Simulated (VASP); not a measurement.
Wanted: the native input for a VASP 6.6.1 run.

* Task: single point
* Functional: PBE
* Potentials or basis: VASP PAW PBE potentials, release 64 (B, W_sv)
* Cutoff: 520 eV
* k mesh: 12 × 12 × 12
* Occupations: gaussian, width 0.1 eV
* Spin: no spin polarisation
* Dipole correction: no
* Further INCAR settings: ALGO = Normal; EDIFF = 1e-07; NBANDS = 30

The structure of B5W2 lies in POSCAR:

```
B5W2
1.0
    1.5479264965      0.8936957794      7.1312565345
   -1.5479264965      0.8936957794      7.1312565345
    0.0000000000     -1.7873915589      7.1312565345
B W
5 2
Direct
    0.1852583716      0.1852583716      0.1852583716
    0.8147416284      0.8147416284      0.8147416284
    0.3310290452      0.3310290452      0.3310290452
    0.6689709548      0.6689709548      0.6689709548
    0.5000000000      0.5000000000      0.5000000000
    0.0766630921      0.0766630921      0.0766630921
    0.9233369079      0.9233369079      0.9233369079
```

These files were run (other wordings do the same):

INCAR

```
ALGO     = Normal         # electronic algorithm
EDIFF    = 1E-7           # SCF threshold, eV
ENCUT    = 520            # plane-wave cutoff, eV
GGA      = PE             # functional
ISIF     = 2              # what is computed and relaxed
ISMEAR   = 0              # smearing method
LASPH    = T              # aspherical terms in the spheres
LCHARG   = F              # write CHGCAR
LREAL    = F              # projectors in reciprocal space
LWAVE    = F              # write WAVECAR
NBANDS   = 30             # bands
NELM     = 80             # most SCF steps
PREC     = Accurate       # precision mode
SIGMA    = 0.1            # smearing width, eV
```

KPOINTS

```
k-points
0
Gamma
  12 12 12
```

Potentials or basis: VASP PAW PBE potentials, release 64 (B, W_sv).

Run with:

```sh
$ cat potpaw_PBE.64/B/POTCAR potpaw_PBE.64/W_sv/POTCAR > POTCAR
$ mpirun -np 1 vasp_std > vasp.out
```

It gave:

```json
{
 "Pressure": "0.4 GPa",
 "Largest force": "0.004 eV/Å",
 "Band gap on the k mesh": "zero (an odd number of electrons rules out a gap without spin polarisation)"
}
```

Caveat: spin-orbit coupling is left out, which moves the levels of the heavy elements.

Wall time 16 min on 1 thread of Intel(R) Xeon(R) Platinum 8488C (Sapphire Rapids), on a shared host, peak memory 0.59 GiB.
